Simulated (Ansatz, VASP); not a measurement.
## One calculation of VO2, two programs

File INCAR:

```
  AGGAC = 1.0
  AGGAX = 1.0
  ALDAC = 0.0
  ALDAX = 1.0
  ALGO = Normal
  EDIFF = 1E-7
  EDIFFG = -0.01
  ENCUT = 600
  GGA = B5
  GGA_COMPAT = False
  IBRION = 2
  ISIF = 3
  ISMEAR = -1
  ISPIN = 2
  LASPH = True
  LCHARG = False
  LMAXMIX = 4
  LORBIT = 11
  LREAL = False
  LWAVE = False
  MAGMOM = 2 2 0 0 0 0
  NELM = 200
  NELMIN = 4
  NSW = 60
  PREC = Accurate
  SIGMA = 0.05
```

Contents of KPOINTS:

```
k-points
0
Gamma
  6 6 9
```

Contents of POSCAR:

```
VO2
1.0
    4.5072020454      0.0000000000      0.0000000000
    0.0000000000      4.5072020454      0.0000000000
    0.0000000000      0.0000000000      3.0444500000
V O
2 4
Direct
    0.5000000000      0.5000000000      0.5000000000
    0.0000000000      0.0000000000      0.0000000000
    0.2003580000      0.7996420000      0.5000000000
    0.7996420000      0.2003580000      0.5000000000
    0.7003580000      0.7003580000      0.0000000000
    0.2996420000      0.2996420000      0.0000000000
```

The input input.yaml:

```yaml
crystal:
  lattice:
    - [4.5072020454, 0.0, 0.0]
    - [0.0, 4.5072020454, 0.0]
    - [0.0, 0.0, 3.04445]
  atoms:
    - { symbol: V, position: [0.5, 0.5, 0.5], spin: 2.0 }
    - { symbol: V, position: [0.0, 0.0, 0.0], spin: 2.0 }
    - { symbol: O, position: [0.200358, 0.799642, 0.5] }
    - { symbol: O, position: [0.799642, 0.200358, 0.5] }
    - { symbol: O, position: [0.700358, 0.700358, 0.0] }
    - { symbol: O, position: [0.299642, 0.299642, 0.0] }
hamiltonian:
  xc: blyp
  pseudopotentials: { kind: paw }
magnetization:
  spin_polarized: true
kpoints:
  mp_grid: { grid: [6, 6, 9] }
scf:
  occupations: { method: fermi_dirac, width: 0.05 }
output:
  forces: true
  stress: true
relax:
  f_tol: 0.01
  max_steps: 40
  cell: { stress_tol: 0.05 }
```

Alike in both runs: task relaxation of cell and atoms; functional BLYP; k mesh 6 × 6 × 9; occupations fermi-dirac, width 0.05 eV; collinear spin.

|  | VASP | Ansatz |
| --- | --- | --- |
| version | VASP 6.6.1 | Ansatz 0.2.0 |
| potentials or method | VASP PAW PBE potentials, release 64 (V_sv, O) | Ansatz PAW |
| plane-wave cutoff (eV) | 600 | 420 |
| valence electrons in the cell | 50 | 50 |

```csv
,VASP,Ansatz,Ansatz less VASP
net moment per atom (μB),0.33,0.33,0.000
size of the moment on the site where the two differ most (μB),1.05,0.85,-0.201
relaxed volume (Å³/atom),10.26,10.23,-0.031
relaxed length of the cell vector where the two differ most in proportion (Å),2.874,2.870,-0.0041
```

VASP's potentials were made for PBE, not for BLYP. Site moments also hang on the region over which each program counts them.

Noted on Ansatz's run: the plane-wave basis is chosen anew once the cell has moved, so the energies of steps on either side of that aren't comparable.
